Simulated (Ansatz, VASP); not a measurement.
**One calculation of Be, two programs**

File INCAR:

```
PREC     = Accurate       # precision mode
ENCUT    = 520            # plane-wave cutoff, eV
EDIFF    = 1E-8           # SCF threshold, eV
ISMEAR   = -1             # smearing method
SIGMA    = 0.03           # smearing width, eV
LREAL    = F              # projectors in reciprocal space
LASPH    = T              # aspherical terms in the spheres
NELM     = 100            # most SCF steps
ALGO     = Normal         # electronic algorithm
ISIF     = 2              # what is computed and relaxed
LWAVE    = F              # write WAVECAR
LCHARG   = F              # write CHGCAR
GGA      = PE             # functional
LEFG     = T            
NBANDS   = 7              # bands
```

KPOINTS

```
Automatic mesh
0
Gamma
  23 23 23
```

File POSCAR:

```
Be
1.0
   -1.2447104902      1.2447104902      1.2447104902
    1.2447104902     -1.2447104902      1.2447104902
    1.2447104902      1.2447104902     -1.2447104902
Be
1
Direct
    0.0000000000      0.0000000000      0.0000000000
```

Input for Ansatz:

```yaml
crystal:
  lattice:
    - [-1.2447104902, 1.2447104902, 1.2447104902]
    - [1.2447104902, -1.2447104902, 1.2447104902]
    - [1.2447104902, 1.2447104902, -1.2447104902]
  atoms:
    - { symbol: Be, position: [0.0, 0.0, 0.0] }
kpoints:
  mp_grid: { grid: [23, 23, 23] }
scf:
  occupations: { method: fermi_dirac, width: 0.03 }
hamiltonian:
  xc: pbe
  pseudopotentials: { kind: all_electron, datasets: crystal }
output:
  forces: true
  stress: true
  eigenvalues: true
  efg: { contact_densities: true }
```

Change from the starting cell: volume scaled by 0.98, crystal datasets.

Alike in both runs: task electric field gradients; functional PBE; k mesh 23 × 23 × 23; occupations fermi-dirac, width 0.03 eV; no spin polarisation.

```csv
,VASP,Ansatz
version,VASP 6.6.1,Ansatz 0.2.0
potentials or method,"VASP PAW PBE potentials, release 64 (Be), cutoff 520 eV","all-electron PAW with datasets made for the crystal, scalar-relativistic"
```

```tsv
	VASP	Ansatz	Ansatz less VASP
pressure (GPa)	1.8	1.6	-0.20
```

Ansatz ran all-electron here, and VASP with PAW potentials.
